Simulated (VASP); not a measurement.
Here is a VASP 6.6.1 calculation.

Contents of INCAR:

```
  ALGO = Normal
  EDIFF = 1E-6
  ENCUT = 520
  GGA = PE
  ISIF = 2
  ISMEAR = -1
  ISPIN = 2
  LASPH = True
  LCHARG = True
  LELF = True
  LORBIT = 11
  LREAL = Auto
  LVHAR = True
  LWAVE = False
  MAGMOM = 0 0 0 0 0 0 0 0 0 0 0 0 0 0 0 0 0 0 0 0 0 0 0 0 1.75
  NBANDS = 89
  NELM = 150
  PREC = Accurate
  SIGMA = 0.05
```

File KPOINTS:

```
k-points
0
Gamma
  1 1 2
```

Contents of POSCAR:

```
Si8O17
1.0
   -6.8513000000      0.0000000000      0.0000000000
    0.0000000000     -7.3761000000      0.0000000000
   -1.3854290000      0.0000000000      6.5638830000
Si O
8 17
Direct
    0.4908052792      0.5102289828      0.2494864701
    0.5067666855      0.4882119277      0.7689960348
    0.1840065333      0.6383590244      0.5664787139
    0.8153988333      0.6261981264      0.4244591197
    0.9994517937     -0.0019929231      0.2331089692
    0.0078141365      0.0216374507      0.7600988622
    0.6946156405      0.1130272095      0.5607503973
    0.3002940050      0.1474085221      0.4247028779
   -0.0124690873      0.5360556392      0.5184888274
   -0.0351720855      0.0309242011     -0.0042048281
    0.8927809860      0.7986198669      0.2913824028
    0.1208643409      0.8370412549      0.6598837913
    0.8691867599      0.1581865756      0.3708170910
    0.1234519497      0.1884329117      0.6385701878
    0.2842627888      0.4895134285      0.7139523968
    0.7205691654      0.4912894348      0.2621314243
    0.4851495498      0.0425428072      0.4791980601
    0.4742868828      0.5463591871      0.0021785885
    0.3393805147      0.3264733396      0.3097252038
    0.6340108991      0.3054459674      0.7072185778
    0.3733713191      0.6727132224      0.3815576847
    0.6209811486      0.6439717466      0.6132193398
    0.7829321609      0.9902116295      0.7104636082
    0.2159821002      0.9985358116      0.2676007479
    0.9189105783      0.4727566058      0.9212077668
```

Potentials or basis: VASP PAW PBE potentials, release 64 (Si, O).

Run with:

```console
$ cat potpaw_PBE.64/Si/POTCAR potpaw_PBE.64/O/POTCAR > POTCAR
$ mpirun -np 1 vasp_std > vasp.out
```

Question: What does it give for the net moment?

Answer: 2.00 μB per cell.

Question: Estimate the site moments.

Answer: Si +0.00, -0.00 (each value once); O +0.02, -0.00, +0.00, +0.04, +0.05, +0.01, +1.46 (each value once) μB.

Stress tensor (GPa, compression positive):
```
 5.58 -1.04 -0.18
-1.04  5.22  3.49
-0.18  3.49  4.44
```

Caveat: the k points lie up to 0.94 Å⁻¹ apart, too coarse for converged energies, forces and pressures.
